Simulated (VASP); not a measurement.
LaBeO3: relaxation of cell and atoms with LDA

The system is LaBeO3.

```
La Be O
1.0
     3.70760    0.00000    0.00000
     0.00000    3.70760    0.00000
     0.00000    0.00000    3.70760
La Be O
1 1 3
Direct
  0.00000 0.00000 0.00000
  0.50000 0.50000 0.50000
  0.50000 0.50000 0.00000
  0.50000 0.00000 0.50000
  0.00000 0.50000 0.50000
```

- Program: VASP 6.6.1
- Task: relaxation of cell and atoms
- Functional: LDA
- Potentials or basis: VASP PAW LDA potentials, release 64 (La, Be, O)
- Cutoff: 600 eV
- k mesh: 7 × 7 × 7
- Occupations: fermi-dirac, width 0.05 eV
- Spin: no spin polarisation
- Dipole correction: no
- Further INCAR settings: ALGO = Normal; EDIFF = 1e-06; IBRION = 2; EDIFFG = -0.01; NSW = 50; ISIF = 3

```yaml
Relaxed_volume: 9.49 Å³/atom
Relaxed_cell: a = 3.621 Å, b = 3.621 Å, c = 3.621 Å, α = 90.00°, β = 90.00°, γ = 90.00°
Space_group_after_relaxing_to_0.05_Å: Pm-3m (No. 221)
Energy_gained_by_relaxing: 28.9 meV/atom
Ionic_steps: 3
Pressure_after_relaxing: -0.1 GPa
```

The path:
| step | energy change (eV) | largest force (eV/Å) | pressure (GPa) | volume (Å³) |
| --- | --- | --- | --- | --- |
| 1 | 0.0000 | 0.0000 | -12.44 | 50.97 |
| 2 | -0.0805 | 0.0000 | 10.09 | 45.35 |
| 3 | -0.1445 | 0.0000 | -0.06 | 47.47 |

Final structure:
```
La Be O
1.0
     3.62090    0.00000    0.00000
     0.00000    3.62090    0.00000
     0.00000    0.00000    3.62090
La Be O
1 1 3
Cartesian
  0.0000 0.0000 0.0000
  1.8104 1.8104 1.8104
  1.8104 1.8104 0.0000
  1.8104 0.0000 1.8104
  0.0000 1.8104 1.8104
```

Levels at points of the mesh, in eV from the Fermi level:
```tsv
k point	band 11	band 12	band 13	band 14	band 15	band 16	band 17	band 18	band 19
(0.00, 0.00, 0.00)	-1.56	-1.56	-1.56	0.31	0.31	0.31	3.94	3.94	5.42
```

It took 31 s on 1 thread of Intel(R) Xeon(R) Platinum 8559C (Emerald Rapids) (shared host), peak memory 0.17 GiB.

Caveat: spin-orbit coupling is left out, which moves the levels of the heavy elements; an odd number of electrons without spin polarisation forces a metal; a magnetic or distorted state may lie lower.
